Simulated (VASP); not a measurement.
# NbP (I4_1md) in VASP: single point with PBE

Aim: the single point of NbP with PBE.

All numbers are computed with VASP 6.6.1; they aren't measurements. Logs are shortened: lines on timing, memory, paths and dates and some standing lists are left out, and cuts for length are marked.

## (1) The cell of the first run

The structure is tetragonal, space group I4_1md (No. 109). Conventional cell: a = 3.350 Å, b = 3.350 Å, c = 11.480 Å, α = 90.00°, β = 90.00°, γ = 90.00°. Within 3.4 Å of Nb (site symmetry 2mm) lie 6 P at 2.55 Å and 8 Nb at 3.32 to 3.35 Å. P (site symmetry 2mm) has 6 Nb at 2.55 Å and 8 P at 3.32 to 3.35 Å within 3.4 Å.

## (2) Single point, PBE

POSCAR reads:

```
NbP
1.0
   -1.6749232544      1.6749232544      5.7401081759
    1.6749232544     -1.6749232544      5.7401081759
    1.6749232544      1.6749232544     -5.7401081759
Nb P
2 2
Direct
    0.7499453692      0.7499453692      0.0000000000
    0.4999453692      0.9999453692      0.5000000000
    0.3326832058      0.3326832058      0.0000000000
    0.0826832058      0.5826832058      0.5000000000
```

INCAR.step1 reads:

```
ALGO     = Normal         # electronic algorithm
EDIFF    = 1E-6           # SCF threshold, eV
ENCUT    = 400            # plane-wave cutoff, eV
GGA      = PE             # functional
GGA_COMPAT= F            
ISIF     = 2              # what is computed and relaxed
ISMEAR   = 0              # smearing method
LASPH    = T              # aspherical terms in the spheres
LCHARG   = T              # write CHGCAR
LMAXMIX  = 4              # l up to which the mixer works
LORBIT   = 11             # projections on sites
LREAL    = F              # projectors in reciprocal space
LWAVE    = F              # write WAVECAR
NBANDS   = 26             # bands
NEDOS    = 2001           # points of the DOS
NELM     = 120            # most SCF steps
PREC     = Accurate       # precision mode
SIGMA    = 0.1            # smearing width, eV
```

KPOINTS.step1 reads:

```
k-points
0
Gamma
  18 18 18
```

INCAR.step2 reads:

```
ALGO     = Normal         # electronic algorithm
EDIFF    = 1E-6           # SCF threshold, eV
ENCUT    = 400            # plane-wave cutoff, eV
GGA      = PE             # functional
GGA_COMPAT= F            
ICHARG   = 11             # starting density
ISIF     = 2              # what is computed and relaxed
ISMEAR   = -5             # smearing method
LASPH    = T              # aspherical terms in the spheres
LCHARG   = F              # write CHGCAR
LMAXMIX  = 4              # l up to which the mixer works
LORBIT   = 11             # projections on sites
LREAL    = F              # projectors in reciprocal space
LWAVE    = F              # write WAVECAR
NBANDS   = 26             # bands
NEDOS    = 2001           # points of the DOS
NELM     = 120            # most SCF steps
PREC     = Accurate       # precision mode
SIGMA    = 0.1            # smearing width, eV
```

KPOINTS.step2 reads:

```
k-points
0
Gamma
  27 27 27
```

Potentials or basis: VASP PAW PBE potentials, release 64 (Nb_sv, P).

Started as:

```bash
$ cat potpaw_PBE.64/Nb_sv/POTCAR potpaw_PBE.64/P/POTCAR > POTCAR
$ cp INCAR.step1 INCAR
$ cp KPOINTS.step1 KPOINTS
$ mpirun -np 1 vasp_std > vasp.out
$ cp INCAR.step2 INCAR
$ cp KPOINTS.step2 KPOINTS
$ mpirun -np 1 vasp_std > vasp.out
```

OUTCAR:

```text
EDIFF = 1E-6
   ENCUT = 400
   GGA = PE
   ICHARG = 11
   ISIF = 2
   ISMEAR = -5
   LASPH = T
   LORBIT = 11
   LREAL = F
   NELM = 120
   PREC = Accurate

 ion  position               nearest neighbor table
   1  0.750  0.750  0.000-   4 2.55   4 2.55   3 2.55   3 2.55   3 2.55   3 2.55
   2  0.500  1.000  0.500-   3 2.55   3 2.55   4 2.55   4 2.55   4 2.55   4 2.55
   3  0.333  0.333  0.000-   2 2.55   2 2.55   1 2.55   1 2.55   1 2.55   1 2.55
   4  0.083  0.583  0.500-   1 2.55   1 2.55   2 2.55   2 2.55   2 2.55   2 2.55

  LATTYP: Found a body centered tetragonal cell.
 ALAT       =     3.3498465088
 C/A-ratio  =     3.4270872775

  Lattice vectors:

 A1 = (  -1.6749232544,   1.6749232544,   5.7401081759)
 A2 = (   1.6749232544,  -1.6749232544,   5.7401081759)
 A3 = (   1.6749232544,   1.6749232544,  -5.7401081759)

Analysis of symmetry for initial positions (statically):
=====================================================================
 Subroutine PRICEL returns:
 Original cell was already a primitive cell.

 Routine SETGRP: Setting up the symmetry group for a
 body centered tetragonal supercell.

 Subroutine GETGRP returns: Found  8 space group operations
 (whereof  4 operations were pure point group operations)
 out of a pool of 16 trial point group operations.

The static configuration has the point symmetry C_2v.
 The point group associated with its full space group is C_4v.

Analysis of symmetry for dynamics (positions and initial velocities):
=====================================================================
 Subroutine PRICEL returns:
 Original cell was already a primitive cell.

 Routine SETGRP: Setting up the symmetry group for a
 body centered tetragonal supercell.

 Subroutine GETGRP returns: Found  8 space group operations
 (whereof  4 operations were pure point group operations)
 out of a pool of 16 trial point group operations.

The dynamic configuration has the point symmetry C_2v.
 The point group associated with its full space group is C_4v.

 Subroutine INISYM returns: Found  8 space group operations
 (whereof  4 operations are pure point group operations),
 and found     1 'primitive' translations

----------------------------------------------------------------------------------------

                                     Primitive cell

  volume of cell :      64.4125

  direct lattice vectors                    reciprocal lattice vectors
[... 103 lines left out ...]
   PSTRESS=    0.0 pullay stress
   NELECT =      36.0000    total number of electrons
   NUPDOWN=      -1.0000    fix difference up-down
   EMIN   =  10.00;   EMAX   =-10.00  energy-range for DOS
   EFERMI =   0.00;   METHOD = LEGACY
   ISMEAR =    -5;   SIGMA  =   0.10  broadening in eV -4-tet -1-fermi 0-gaus
   EFERMI_NEDOS =   21; number of points for ismear=-14 and -15
   IALGO  =     38    algorithm
   IMIX   =      4    mixing-type and parameters
     AMIX     =   0.40;   BMIX     =  1.00
     AMIX_MAG =   1.60;   BMIX_MAG =  1.00
  volume/ion in A,a.u.               =      16.10       108.67
  Fermi-wavevector in a.u.,A,eV,Ry     =   1.348504  2.548304 24.741706  1.818464
  Thomas-Fermi vector in A             =   2.476168
   LORBIT       =     11    0 simple, 1 ext, 2 COOP (PROOUT), +10 PAW based schemes
   GGA     = PE    functional components
   LHFCALC =     F    Hartree Fock is set to
   AEXX    =    0.0000 exact exchange contribution
   IVDW    =     0    specifies the selected vdW correction
   LEPSILON=     F    determine dielectric tensor
   LRPA    =     F    only Hartree local field effects (RPA)
 non-spin polarized calculation
 Fermi weights with tetrahedron method with Bloechl corrections
  energy-cutoff  :      400.00
  volume of cell :       64.41
 maximum number of plane-waves:      1207
 NGX is ok and might be reduce to    42

 number of electron      35.9999998 magnetization

 Free energy of the ion-electron system (eV)
  ---------------------------------------------------
  ext. energy  EPLUGINS =         0.00000000
  ---------------------------------------------------
  free energy    TOTEN  =       -35.32079956 eV

  energy without entropy =      -35.32079956  energy(sigma->0) =      -35.32079956

 E-fermi :  10.5861     XC(G=0): -11.9880

 val. band max:       10.6608097103   @ k =  -0.2963   0.4815   0.2963
 cond. band min:      10.5402555031   @ k =  -0.1481   0.3704   0.1481
 fundamental gap:     -0.1205542072
 Fermi energy:        10.5861136021

 k-point     1 :       0.0000    0.0000    0.0000
  band No.  band energies     occupation
      1     -44.3842      2.00000
      2     -44.3473      2.00000
      3     -20.6477      2.00000
      4     -20.4494      2.00000
      5     -20.4494      2.00000
      6     -20.3081      2.00000
[... 685 lines left out ...]
     25      15.1109      0.00000
     26      16.7543      0.00000

 [... further k-points ...]

------------------------ aborting loop because EDIFF is reached ----------------------------------------

  FORCE on cell =-STRESS in cart. coord.  units (eV):
  Direction    XX          YY          ZZ          XY          YZ          ZX
  --------------------------------------------------------------------------------------
  -------------------------------------------------------------------------------------
  Total       -0.6431499     -0.6431499     -0.8021039      0.0000000      0.0000000      0.0000000
  in kB      -15.9975294    -15.9975294    -19.9513055      0.0000000      0.0000000      0.0000000
  external PRESSURE =     -17.3154548 kB  Pullay stress =       0.0000000 kB

 VOLUME and BASIS-vectors are now :
 -----------------------------------------------------------------------------
  energy-cutoff  :      400.00
  volume of cell :       64.41
      direct lattice vectors                 reciprocal lattice vectors
    -1.674923254  1.674923254  5.740108176     0.000000000  0.298521140  0.087106372
     1.674923254 -1.674923254  5.740108176     0.298521140  0.000000000  0.087106372
     1.674923254  1.674923254 -5.740108176     0.298521140  0.298521140  0.000000000

 POSITION                                       TOTAL-FORCE (eV/Angst)
 -----------------------------------------------------------------------------------
      0.00000      0.00000      8.60954         0.000000      0.000000      0.001236
      1.67492     -0.00000      5.73948         0.000000      0.000000      0.001236
      0.00000      0.00000      3.81928        -0.000000     -0.000000     -0.001236
      1.67492      0.00000      0.94922        -0.000000     -0.000000     -0.001236
 -----------------------------------------------------------------------------------
    total drift:                               -0.000000     -0.000000     -0.000223

  FREE ENERGIE OF THE ION-ELECTRON SYSTEM (eV)
  ---------------------------------------------------
  free  energy   TOTEN  =       -35.3207995605 eV

  energy  without entropy=      -35.3207995605  energy(sigma->0) =      -35.32079956

 total charge

# of ion       s       p       d       tot
------------------------------------------
    1        2.153   6.028   2.466  10.647
    2        2.153   6.028   2.466  10.647
    3        1.021   1.529   0.000   2.550
    4        1.021   1.529   0.000   2.550
--------------------------------------------------
tot          6.349  15.113   4.931  26.393
```

OSZICAR.step1:

```text
N       E                     dE             d eps       ncg     rms          rms(c)
DAV:   1     0.288031823866E+03    0.28803E+03   -0.16843E+04 25080   0.114E+03
DAV:   2    -0.136741499874E+02   -0.30171E+03   -0.29393E+03 30486   0.428E+02
DAV:   3    -0.365689378439E+02   -0.22895E+02   -0.22627E+02 46920   0.869E+01
DAV:   4    -0.376701037689E+02   -0.11012E+01   -0.10969E+01 36232   0.165E+01
DAV:   5    -0.377111533266E+02   -0.41050E-01   -0.41014E-01 42524   0.342E+00    0.131E+01
DAV:   6    -0.353121256463E+02    0.23990E+01   -0.83850E+00 38272   0.191E+01    0.475E+00
DAV:   7    -0.353239448497E+02   -0.11819E-01   -0.60757E-01 37444   0.402E+00    0.307E+00
DAV:   8    -0.353206194397E+02    0.33254E-02   -0.78307E-02 38320   0.170E+00    0.500E-01
DAV:   9    -0.353204963686E+02    0.12307E-03   -0.69248E-03 39426   0.430E-01    0.318E-01
DAV:  10    -0.353208163818E+02   -0.32001E-03   -0.17012E-03 30918   0.382E-01    0.620E-02
DAV:  11    -0.353207928625E+02    0.23519E-04   -0.99733E-05 41868   0.824E-02    0.221E-02
DAV:  12    -0.353207884831E+02    0.43794E-05   -0.60182E-06 34648   0.227E-02    0.670E-03
DAV:  13    -0.353207880879E+02    0.39515E-06   -0.23003E-07 18614   0.421E-03
   1 F= -.35320788E+02 E0= -.35319827E+02  d E =-.192178E-02
```

Wall time 1.8 h (1 thread of Intel Xeon 8259CL, shared host); peak memory 1.4 GiB.

Results:

| Property | Result |
| --- | --- |
| Valence electrons inside the program's atomic spheres | Nb 10.65; P 2.55 |
